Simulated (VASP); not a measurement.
# TiO2 (C2/m) in VASP: further runs

Aim: see how the results for TiO2 move with the level of theory and the settings. Levels: b88 exchange, pbe correlation, PBEsol, PBEsol+D4. Tasks: single point.

Everything below comes from runs of VASP 6.6.1. Logs are shortened: lines on timing, memory, paths and dates and some standing lists are left out, and cuts for length are marked.

## Step 1: The cell of the first run

The structure is monoclinic, space group C2/m (No. 12). Conventional cell: a = 12.389 Å, b = 3.792 Å, c = 6.660 Å, α = 90.00°, β = 106.95°, γ = 90.00°. Within 2.5 Å of Ti (site symmetry m) lie 6 O at 1.88 to 2.17 Å. Within 2.4 Å of Ti (site symmetry m) lie 6 O at 1.79 to 2.35 Å. O (site symmetry m) has 3 Ti at 1.96 to 2.05 Å and 2 O at 2.54 Å within 2.6 Å. O (site symmetry m) has 4 Ti at 1.98 to 2.35 Å and 5 O at 2.54 to 2.73 Å within 2.8 Å. Within 2.4 Å of O (site symmetry m) lie 2 Ti at 1.79 to 1.88 Å. O (site symmetry m) has 3 Ti at 1.88 to 2.17 Å and 2 O at 2.56 to 2.69 Å within 2.7 Å.

## Step 2: Single point, b88 exchange, pbe correlation

File INCAR:

```
PREC = Accurate
ENCUT = 600
EDIFF = 1E-6
ISMEAR = -1
SIGMA = 0.05
LREAL = F
LASPH = T
NELM = 120
ALGO = Normal
ISIF = 2
LWAVE = F
LCHARG = T
GGA = LIBXC
LIBXC1 = GGA_X_B88
LIBXC2 = GGA_C_PBE
LELF = T
LVHAR = T
NBANDS = 60
GGA_COMPAT = F
```

File KPOINTS:

```
Automatic mesh
0
Gamma
  8 8 4
```

File POSCAR:

```
TiO2
1.0
    6.1943305476     -1.8959421648      0.0000000000
    6.1943305476      1.8959421648      0.0000000000
   -1.9410968515      0.0000000000      6.3708817807
Ti O
4 8
Direct
    0.9000710000      0.9000710000      0.2896020000
    0.1952860000      0.1952860000      0.2837620000
    0.0999290000      0.0999290000      0.7103980000
    0.8047140000      0.8047140000      0.7162380000
    0.3619310000      0.3619310000      0.2933970000
    0.2634885000      0.2634885000      0.6525000000
    0.8671885000      0.8671885000      0.9952910000
    0.7365115000      0.7365115000      0.3475000000
    0.9416475000      0.9416475000      0.6300210000
    0.1328115000      0.1328115000      0.0047090000
    0.6380690000      0.6380690000      0.7066030000
    0.0583525000      0.0583525000      0.3699790000
```

Potentials or basis: VASP PAW PBE potentials, release 64 (Ti_sv, O).

Command:

```console
cat potpaw_PBE.64/Ti_sv/POTCAR potpaw_PBE.64/O/POTCAR > POTCAR
mpirun -np 1 vasp_std > vasp.out
```

OUTCAR:

```text
PREC = Accurate
   ENCUT = 600
   EDIFF = 1E-6
   ISMEAR = -1
   LREAL = F
   LASPH = T
   NELM = 120
   ISIF = 2
   GGA = LIBXC

 ion  position               nearest neighbor table
   1  0.900  0.900  0.290-  12 1.88   7 1.88   5 1.96   5 1.96   8 2.17   9 2.17
   2  0.195  0.195  0.284-  10 1.79  12 1.94   8 1.98   8 1.98   5 2.05   6 2.35
   3  0.100  0.100  0.710-   9 1.88  10 1.88  11 1.96  11 1.96   6 2.17  12 2.17
   4  0.805  0.805  0.716-   7 1.79   9 1.94   6 1.98   6 1.98  11 2.05   8 2.35
   5  0.362  0.362  0.293-   1 1.96   1 1.96   2 2.05
   6  0.263  0.263  0.653-   4 1.98   4 1.98   3 2.17   2 2.35
   7  0.867  0.867  0.995-   4 1.79   1 1.88
   8  0.737  0.737  0.347-   2 1.98   2 1.98   1 2.17   4 2.35
   9  0.942  0.942  0.630-   3 1.88   4 1.94   1 2.17
  10  0.133  0.133  0.005-   2 1.79   3 1.88
  11  0.638  0.638  0.707-   3 1.96   3 1.96   4 2.05
  12  0.058  0.058  0.370-   1 1.88   2 1.94   3 2.17

  LATTYP: Found a base centered monoclinic cell.
 ALAT       =    12.3886610952
 B/A-ratio  =     0.3060770087
 C/A-ratio  =     0.5375907333
 COS(beta)  =    -0.2914546970

  Lattice vectors:

 A1 = (   6.1943305476,  -1.8959421648,   0.0000000000)
 A2 = (   6.1943305476,   1.8959421648,   0.0000000000)
 A3 = (  -1.9410968515,   0.0000000000,   6.3708817807)

Analysis of symmetry for initial positions (statically):
=====================================================================
 Subroutine PRICEL returns:
 Original cell was already a primitive cell.

 Routine SETGRP: Setting up the symmetry group for a
 base centered monoclinic supercell.

 Subroutine GETGRP returns: Found  4 space group operations
 (whereof  4 operations were pure point group operations)
 out of a pool of  4 trial point group operations.

The static configuration has the point symmetry C_2h.

Analysis of symmetry for dynamics (positions and initial velocities):
=====================================================================
 Subroutine PRICEL returns:
 Original cell was already a primitive cell.

 Routine SETGRP: Setting up the symmetry group for a
 base centered monoclinic supercell.

 Subroutine GETGRP returns: Found  4 space group operations
 (whereof  4 operations were pure point group operations)
 out of a pool of  4 trial point group operations.

The dynamic configuration has the point symmetry C_2h.

 Subroutine INISYM returns: Found  4 space group operations
 (whereof  4 operations are pure point group operations),
 and found     1 'primitive' translations

----------------------------------------------------------------------------------------

                                     Primitive cell

  volume of cell :     149.6404

  direct lattice vectors                    reciprocal lattice vectors
     6.194330548 -1.895942165  0.000000000     0.080718973 -0.263721125  0.024593667
     6.194330548  1.895942165  0.000000000     0.080718973  0.263721125  0.024593667
    -1.941096851  0.000000000  6.370881781     0.000000000  0.000000000  0.156964143

  length of vectors
     6.477987930  6.477987930  6.660029403     0.276892096  0.276892096  0.156964143

  position of ions in fractional coordinates (direct lattice)
     0.900071000  0.900071000  0.289602000
     0.195286000  0.195286000  0.283762000
     0.099929000  0.099929000  0.710398000
     0.804714000  0.804714000  0.716238000
     0.361931000  0.361931000  0.293397000
     0.263488500  0.263488500  0.652500000
     0.867188500  0.867188500  0.995291000
     0.736511500  0.736511500  0.347500000
     0.941647500  0.941647500  0.630021000
     0.132811500  0.132811500  0.004709000
     0.638069000  0.638069000  0.706603000
     0.058352500  0.058352500  0.369979000

  ion indices of the primitive-cell ions
   primitive index   ion index
                 1           1
                 2           2
                 3           3
                 4           4
                 5           5
                 6           6
                 7           7
                 8           8
                 9           9
                10          10
                11          11
                12          12

----------------------------------------------------------------------------------------

 KPOINTS: Automatic mesh

Automatic generation of k-mesh.
 Grid dimensions read from file:
 generate k-points for:    8    8    4

 Generating k-lattice:

  Cartesian coordinates                     Fractional coordinates (reciprocal lattice)
     0.010089872 -0.032965141  0.003074208     0.125000000  0.000000000  0.000000000
     0.010089872  0.032965141  0.003074208     0.000000000  0.125000000  0.000000000
     0.000000000  0.000000000  0.039241036     0.000000000  0.000000000  0.250000000

  Length of vectors
     0.034611512  0.034611512  0.039241036

  Shift w.r.t. Gamma in fractional coordinates (k-lattice)
     0.000000000  0.000000000  0.000000000

 Subroutine IBZKPT returns following result:
[... 39 lines left out ...]
   NFREE  =      0    steps in history (QN), initial steepest desc. (CG)
   ISIF   =      2    stress and relaxation
   ISYM   =      2    0-nonsym 1-usesym 2-fastsym
   POTIM  = 0.5000    time-step for ionic-motion
   TEBEG  =    0.0;   TEEND  =   0.0 temperature during run
   PSTRESS=    0.0 pullay stress
   NELECT =      96.0000    total number of electrons
   NUPDOWN=      -1.0000    fix difference up-down
   EMIN   =  10.00;   EMAX   =-10.00  energy-range for DOS
   EFERMI =   0.00;   METHOD = LEGACY
   ISMEAR =    -1;   SIGMA  =   0.05  broadening in eV -4-tet -1-fermi 0-gaus
   EFERMI_NEDOS =   21; number of points for ismear=-14 and -15
   IALGO  =     38    algorithm
   IMIX   =      4    mixing-type and parameters
     AMIX     =   0.40;   BMIX     =  1.00
     AMIX_MAG =   1.60;   BMIX_MAG =  1.00
  volume/ion in A,a.u.               =      12.47        84.15
  Fermi-wavevector in a.u.,A,eV,Ry     =   1.411938  2.668176 27.124145  1.993568
  Thomas-Fermi vector in A             =   2.533738
   LORBIT       =      0    0 simple, 1 ext, 2 COOP (PROOUT), +10 PAW based schemes
   GGA     = LIBXC    functional components
   LHFCALC =     F    Hartree Fock is set to
   AEXX    =    0.0000 exact exchange contribution
   IVDW    =     0    specifies the selected vdW correction
   LEPSILON=     F    determine dielectric tensor
   LRPA    =     F    only Hartree local field effects (RPA)
 non-spin polarized calculation
  energy-cutoff  :      600.00
  volume of cell :      149.64
 maximum number of plane-waves:      5027
 NGX is ok and might be reduce to    54
   NGX = 25   NGY = 25   NGZ = 27

 number of electron      95.9999997 magnetization

 Free energy of the ion-electron system (eV)
  ---------------------------------------------------
  ext. energy  EPLUGINS =         0.00000000
  ---------------------------------------------------
  free energy    TOTEN  =      -106.21668735 eV

  energy without entropy =     -106.21668735  energy(sigma->0) =     -106.21668735

 E-fermi :   3.4130     XC(G=0): -10.1409

 val. band max:        2.2981928204   @ k =  -0.3750   0.2500   0.5000
 cond. band min:       4.9542708747   @ k =   0.0000   0.0000   0.0000
 fundamental gap:      2.6560780543
 Fermi energy:         3.4130366478

 k-point     1 :       0.0000    0.0000    0.0000
  band No.  band energies     occupation
      1     -53.9684      2.00000
      2     -53.9581      2.00000
      3     -53.8720      2.00000
      4     -53.8663      2.00000
      5     -30.3597      2.00000
      6     -30.3171      2.00000
[... 52 lines left out ...]
     59       6.9885      0.00000
     60       7.1603      0.00000

 k-point     2 :       0.1250    0.0000   -0.0000
  band No.  band energies     occupation
      1     -53.9678      2.00000
      2     -53.9577      2.00000
      3     -53.8716      2.00000
      4     -53.8663      2.00000
      5     -30.3575      2.00000
      6     -30.3154      2.00000
[... 1375 lines left out ...]
     59       6.7936      0.00000
     60       6.8323      0.00000

 k-point    24 :       0.2500    0.0000    0.2500
  band No.  band energies     occupation
      1     -53.9663      2.00000
      2     -53.9569      2.00000
      3     -53.8708      2.00000
      4     -53.8664      2.00000
      5     -30.3517      2.00000
      6     -30.3125      2.00000
[... 52 lines left out ...]
     59       6.7336      0.00000
     60       6.7751      0.00000

 [... further k-points ...]
[... 5 lines left out ...]
  --------------------------------------------------------------------------------------
  -------------------------------------------------------------------------------------
  Total       -4.2412135     -4.0947850     -4.5632121      0.0000000      0.0000000     -0.0943287
  in kB      -45.4100220    -43.8422342    -48.8576114      0.0000000      0.0000000     -1.0099633
  external PRESSURE =     -46.0366225 kB  Pullay stress =       0.0000000 kB

 VOLUME and BASIS-vectors are now :
 -----------------------------------------------------------------------------
  energy-cutoff  :      600.00
  volume of cell :      149.64
      direct lattice vectors                 reciprocal lattice vectors
     6.194330548 -1.895942165  0.000000000     0.080718973 -0.263721125  0.024593667
     6.194330548  1.895942165  0.000000000     0.080718973  0.263721125  0.024593667
    -1.941096851  0.000000000  6.370881781     0.000000000  0.000000000  0.156964143

 POSITION                                       TOTAL-FORCE (eV/Angst)
 -----------------------------------------------------------------------------------
     10.58853      0.00000      1.84502         0.046949      0.000000     -0.095481
      1.86852      0.00000      1.80781        -0.042710      0.000000     -0.228878
     -0.14096      0.00000      4.52586        -0.046949      0.000000      0.095481
      8.57904      0.00000      4.56307         0.042710      0.000000      0.228878
      3.91433      0.00000      1.86920        -0.101812      0.000000     -0.018234
      1.99770      0.00000      4.15700        -0.057593      0.000000      0.055717
      8.81135      0.00000      6.34088        -0.115796      0.000000     -0.096201
      8.44986      0.00000      2.21388         0.057593      0.000000     -0.055717
     10.44282      0.00000      4.01379         0.066374      0.000000      0.033210
      1.63622      0.00000      0.03000         0.115796      0.000000      0.096201
      6.53324      0.00000      4.50168         0.101812      0.000000      0.018234
      0.00474      0.00000      2.35709        -0.066374      0.000000     -0.033210
 -----------------------------------------------------------------------------------
    total drift:                               -0.000000     -0.000000      0.000000

  FREE ENERGIE OF THE ION-ELECTRON SYSTEM (eV)
  ---------------------------------------------------
  free  energy   TOTEN  =      -106.2166873485 eV

  energy  without entropy=     -106.2166873484  energy(sigma->0) =     -106.21668735
```

It took 24 min on 1 thread of Intel Xeon 6975P-C (Granite Rapids), shared host; peak memory 0.81 GiB.

Results:

```yaml
Free_energy: -106.2167 eV
Pressure: -4.6 GPa
Largest_force: 0.233 eV/Å
Band_gap_on_the_k_mesh: 2.66 eV (least direct gap 2.82 eV)
```

Forces on the atoms (eV/Å):
```
Ti   0.047  0.000 -0.095
Ti  -0.043  0.000 -0.229
Ti  -0.047  0.000  0.095
Ti   0.043  0.000  0.229
O   -0.102  0.000 -0.018
O   -0.058  0.000  0.056
O   -0.116  0.000 -0.096
O    0.058  0.000 -0.056
O    0.066  0.000  0.033
O    0.116  0.000  0.096
O    0.102  0.000  0.018
O   -0.066  0.000 -0.033
```

Levels at points of the mesh, in eV from the valence-band top:
| k point | band 46 | band 47 | band 48 | band 49 | band 50 | band 51 |
| --- | --- | --- | --- | --- | --- | --- |
| (0.00, 0.00, 0.00) | -0.74 | -0.35 | -0.16 | 2.66 | 2.98 | 3.20 |
| (0.50, 0.00, 0.00) | -0.47 | -0.20 | -0.12 | 3.02 | 3.07 | 3.47 |
| (0.50, 0.50, 0.00) | -0.63 | -0.38 | -0.11 | 2.79 | 2.83 | 3.32 |
| (0.00, 0.00, 0.50) | -0.67 | -0.57 | -0.42 | 2.76 | 3.02 | 3.17 |
| (0.50, 0.00, 0.50) | -0.51 | -0.09 | -0.01 | 3.06 | 3.10 | 3.33 |
| (0.50, 0.50, 0.50) | -0.42 | -0.21 | -0.20 | 2.90 | 3.00 | 3.14 |

Caveat: the cell stands under tension; the PAW data sets were made with another functional, which shifts forces and pressure a little.

## Step 3: Single point, PBEsol

This run uses another cell than the first one, of 10.24 Å³/atom.

File INCAR:

```
PREC = Accurate
ENCUT = 520
EDIFF = 1E-7
ISMEAR = -1
SIGMA = 0.05
LREAL = False
LASPH = True
NELM = 80
ALGO = Normal
ISIF = 2
LWAVE = False
LCHARG = True
GGA = PS
LELF = True
LVHAR = True
NBANDS = 60
```

File KPOINTS:

```
Automatic mesh
0
Gamma
  6 6 3
```

File POSCAR:

```
TiO2
1.0
    5.9464301692     -1.7606163646     -0.1897389109
    5.9464301692      1.7606163646     -0.1897389109
   -2.0585599932      0.0000000000      5.9318089880
Ti O
4 8
Direct
    0.8892484928      0.8892484928      0.2831473864
    0.1812084541      0.1812084541      0.2786967717
    0.1107515072      0.1107515072      0.7168526136
    0.8187915459      0.8187915459      0.7213032283
    0.3400495167      0.3400495167      0.2403607692
    0.2696627589      0.2696627589      0.6516714871
    0.9023924772      0.9023924772      1.0053914017
    0.7303372411      0.7303372411      0.3483285129
    0.9436972180      0.9436972180      0.6145926955
    0.0976075228      0.0976075228     -0.0053914017
    0.6599504833      0.6599504833      0.7596392308
    0.0563027820      0.0563027820      0.3854073045
```

Potentials or basis: VASP PAW PBE potentials, release 64 (Ti_sv, O).

Command:

```console
cat potpaw_PBE.64/Ti_sv/POTCAR potpaw_PBE.64/O/POTCAR > POTCAR
mpirun -np 1 vasp_std > vasp.out
```

Run time: 7 min. Hardware: 1 thread of Intel Xeon Platinum 8259CL at 2.50GHz (Skylake/Cascade Lake), shared host; peak memory 0.42 GiB.

Results (log left out):

| Item | Value |
| --- | --- |
| Free energy | -110.5761 eV |
| Pressure | 30.9 GPa |
| Largest force | 0.095 eV/Å |
| Band gap on the k mesh | 2.85 eV |

Forces on the atoms (eV/Å):
```
Ti  -0.018  0.000  0.017
Ti   0.019  0.000  0.094
Ti   0.018  0.000 -0.017
Ti  -0.019  0.000 -0.094
O    0.001  0.000 -0.019
O    0.004  0.000 -0.013
O    0.052  0.000  0.061
O   -0.004  0.000  0.013
O    0.000  0.000  0.000
O   -0.052  0.000 -0.061
O   -0.001  0.000  0.019
O    0.000  0.000  0.000
```

Stress tensor (GPa, compression positive):
```
30.78  0.00  0.00
 0.00 30.84  0.00
 0.00  0.00 31.08
```

Levels at points of the mesh, in eV from the valence-band top:
```csv
k point,band 46,band 47,band 48,band 49,band 50,band 51
"(0.00, 0.00, 0.00)",-0.78,-0.75,-0.48,2.97,3.26,3.81
"(0.50, 0.00, 0.00)",-0.86,-0.57,-0.33,3.19,3.51,3.61
"(0.50, 0.50, 0.00)",-0.93,-0.84,0.00,2.85,3.37,3.74
```

Caveat: the cell stands under pressure; the PAW data sets were made with another functional, which shifts forces and pressure a little. A k mesh can miss the band edges.

## Step 4: Single point, PBEsol+D4

This run uses another cell than the first one, of 11.49 Å³/atom.

File INCAR:

```
PREC = Accurate
ENCUT = 600
EDIFF = 1E-6
ISMEAR = -1
SIGMA = 0.05
LREAL = False
LASPH = True
NELM = 120
ALGO = Normal
ISIF = 2
LWAVE = False
LCHARG = False
GGA = PS
IVDW = 13
NBANDS = 60
GGA_COMPAT = False
```

File KPOINTS:

```
Automatic mesh
0
Gamma
  8 8 4
```

File POSCAR:

```
TiO2
1.0
    6.0279587373     -1.8450195788      0.0000000000
    6.0279587373      1.8450195788      0.0000000000
   -1.8889614683      0.0000000000      6.1997680296
Ti O
4 8
Direct
    0.9000710000      0.9000710000      0.2896020000
    0.1952860000      0.1952860000      0.2837620000
    0.0999290000      0.0999290000      0.7103980000
    0.8047140000      0.8047140000      0.7162380000
    0.3619310000      0.3619310000      0.2933970000
    0.2634885000      0.2634885000      0.6525000000
    0.8671885000      0.8671885000      0.9952910000
    0.7365115000      0.7365115000      0.3475000000
    0.9416475000      0.9416475000      0.6300210000
    0.1328115000      0.1328115000      0.0047090000
    0.6380690000      0.6380690000      0.7066030000
    0.0583525000      0.0583525000      0.3699790000
```

Command:

```console
cat potpaw_PBE.64/Ti_sv/POTCAR potpaw_PBE.64/O/POTCAR > POTCAR
mpirun -np 1 vasp_std > vasp.out
```

It took 14 min on 1 thread of Intel Xeon 6975P-C (Granite Rapids), shared host; peak memory 0.73 GiB.

Results (log left out):

```
Free energy                : -113.6214 eV
Pressure                   : 4.8 GPa
Largest force              : 0.354 eV/Å
Band gap on the k mesh     : 2.91 eV (least direct gap 3.10 eV)
Dispersion energy per atom : -0.107 eV
```

Forces in eV/Å, atoms in the order of the input:
```
Ti  -0.214  0.000  0.149
Ti   0.011  0.000  0.354
Ti   0.214  0.000 -0.149
Ti  -0.011  0.000 -0.354
O    0.104  0.000  0.013
O    0.077  0.000 -0.075
O    0.111  0.000  0.245
O   -0.077  0.000  0.075
O   -0.163  0.000 -0.063
O   -0.111  0.000 -0.245
O   -0.104  0.000 -0.013
O    0.163  0.000  0.063
```

Stress tensor (GPa, compression positive):
```
4.59 0.00 0.33
0.00 4.39 0.00
0.33 0.00 5.28
```

Levels at points of the mesh, in eV from the valence-band top:
```
           k point  band 46  band 47  band 48  band 49  band 50  band 51
(0.00, 0.00, 0.00)    -0.74    -0.33    -0.20     2.91     3.30     3.56
(0.50, 0.00, 0.00)    -0.45    -0.22    -0.13     3.34     3.39     3.88
(0.50, 0.50, 0.00)    -0.59    -0.39    -0.12     3.07     3.12     3.68
(0.00, 0.00, 0.50)    -0.63    -0.60    -0.43     3.04     3.33     3.51
(0.50, 0.00, 0.50)    -0.51    -0.10     0.00     3.38     3.45     3.71
(0.50, 0.50, 0.50)    -0.35    -0.24    -0.19     3.19     3.32     3.47
```

Caveat: the cell stands under pressure; the PAW data sets were made with another functional, which shifts forces and pressure a little. A k mesh can miss the band edges.

## Step 5: Overview

| level | cell | k mesh | cutoff (eV) | gap on the mesh (eV) | pressure (GPa) | largest force (eV/Å) |
| --- | --- | --- | --- | --- | --- | --- |
| b88 exchange, pbe correlation | a = 6.478, b = 6.478, c = 6.660 Å, angles 106.2, 106.2, 34.0°, 12 atoms, atomic positions A | 8 × 8 × 4 | 600 | 2.66 | -4.6 | 0.23 |
| PBEsol | a = 6.204, b = 6.204, c = 6.279 Å, angles 110.1, 110.1, 33.0°, 12 atoms, atomic positions B | 6 × 6 × 3 | 520 | 2.85 | 30.9 | 0.10 |
| PBEsol+D4 | a = 6.304, b = 6.304, c = 6.481 Å, angles 106.2, 106.2, 34.0°, 12 atoms, atomic positions A | 8 × 8 × 4 | 600 | 2.91 | 4.8 | 0.35 |

Alike in all rows: task single point; potentials or basis VASP PAW PBE potentials, release 64 (Ti_sv, O); no spin polarisation; smearing fermi-dirac 0.05 eV.

Caveats: the PAW data sets were made with another functional, which shifts forces and pressure a little; the cell stands under pressure (at least some runs); the cell stands under tension (at least some runs).

Total energies depend on the potentials used, so only differences within one code and one set of settings carry meaning.
